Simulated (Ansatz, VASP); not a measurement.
**One calculation of SnSe2, two programs**

```xyz
3
Lattice="3.7951 0.0000 0.0000 -1.8976 3.2867 0.0000 0.0000 0.0000 12.3409" Properties=species:S:1:pos:R:3 pbc="T T T"
Sn    0.0000    0.0000    0.0000
Se    0.0000    2.1911    1.7255
Se    0.0000    2.1911   10.6154
```

Change from the starting cell: species swapped into the MoSe2 type (P-6m2, No. 187).

Alike in both runs: functional PBE; k mesh 15 × 15 × 4; occupations gaussian, width 0.1 eV; no spin polarisation.

Ansatz relaxed the structure, and its values are those at the end. VASP's run is a single point on that final structure, the one shown.

|  | VASP | Ansatz |
| --- | --- | --- |
| version | VASP 6.6.1 | Ansatz 0.2.0 |
| potentials or method | VASP PAW PBE potentials, release 64 (Sn_d, Se), cutoff 520 eV | scalar-relativistic, plane waves, PAW |
| valence electrons in the cell | 26 | 46 |

VASP gave:

```
gap on the k mesh at the Fermi level (eV) : 0.05
least direct gap on the mesh (eV)         : 0.49
rms of the force components (eV/Å)        : 0.005
```

Question: Which values does Ansatz return?

Answer: gap on the k mesh at the Fermi level (eV): 0.05; least direct gap on the mesh (eV): 0.50; rms of the force components (eV/Å): 0.002.

The functional is the same, so the differences come from potentials, cutoffs and numerics. VASP's potentials hold 26 valence electrons a cell and Ansatz's 46, so a difference there can come from the potentials and not from the codes.
